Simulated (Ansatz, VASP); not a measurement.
# Two plane-wave programs on SnSe2

```xyz
3
Lattice="3.8110 0.0000 0.0000 -1.9055 3.3004 0.0000 0.0000 0.0000 6.2587" Properties=species:S:1:pos:R:3 pbc="T T T"
Sn    0.0000    0.0000    0.0000
Se    1.9055    1.1001    4.7003
Se    0.0000    2.2003    1.5584
```

Alike in both runs: functional PBE; k mesh 7 × 7 × 4; occupations fermi-dirac, width 0.05 eV; no spin polarisation.

|  | VASP | Ansatz |
| --- | --- | --- |
| version | VASP 6.6.1 | Ansatz 0.2.0 |
| potentials or method | VASP PAW PBE potentials, release 64 (Sn_d, Se) | Ansatz PAW |
| plane-wave cutoff (eV) | 520 | 420 |
| valence electrons in the cell | 26 | 46 |
| task | single point | band structure |

```csv
,VASP,Ansatz,Ansatz less VASP
gap on the k mesh at the Fermi level (eV),0.83,0.83,+0.003
least direct gap on the mesh (eV),1.23,1.23,+0.005
pressure (GPa),4.1,4.0,-0.07
"traceless stress, the component that is largest in VASP (GPa)",0.27,0.26,-0.007
rms of the force components (eV/Å),0.236,0.229,-0.0073
```

Atom by atom the forces differ by 0.007 eV/Å (rms over components). VASP's potentials hold 26 valence electrons a cell and Ansatz's 46, so a difference there can come from the potentials and not from the codes.

Noted on Ansatz's run: the k mesh misses the band edges, so the gap on the mesh is wider than the one along the path.
